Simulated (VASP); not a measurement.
Input of a VASP 6.6.1 run:

Contents of INCAR:

```
PREC = Accurate ; ENCUT = 520
EDIFF = 1E-6 ; ISMEAR = -1
SIGMA = 0.1 ; LREAL = False
LASPH = True ; NELM = 80
ALGO = Normal ; ISIF = 2
LWAVE = False ; LCHARG = False
NBANDS = 22
```

File KPOINTS:

```
Automatic mesh
0
Gamma
  14 14 8
```

Contents of POSCAR:

```
Rh
1.0
    2.7309800000      0.0000000000      0.0000000000
   -1.3654900000      2.3651000000      0.0000000000
    0.0000000000      0.0000000000      4.4284900000
Rh
2
Direct
    0.6666666667      0.3333333333      0.7500000000
    0.3333333333      0.6666666667      0.2500000000
```

Potentials or basis: VASP PAW LDA potentials, release 64 (Rh_pv).

Launch:

```bash
$ cat potpaw_LDA.64/Rh_pv/POTCAR > POTCAR
$ mpirun -np 1 vasp_std > vasp.out
```

Q: Predict the band gap on the k mesh.

A: Zero (band 15 reaches 11.67 eV, above the bottom of band 16 at 9.54 eV).

Q: Estimate the pressure.

A: -18.3 GPa.

Stress tensor (GPa, compression positive):
```
-17.66   0.00   0.00
  0.00 -17.66   0.00
  0.00   0.00 -19.49
```
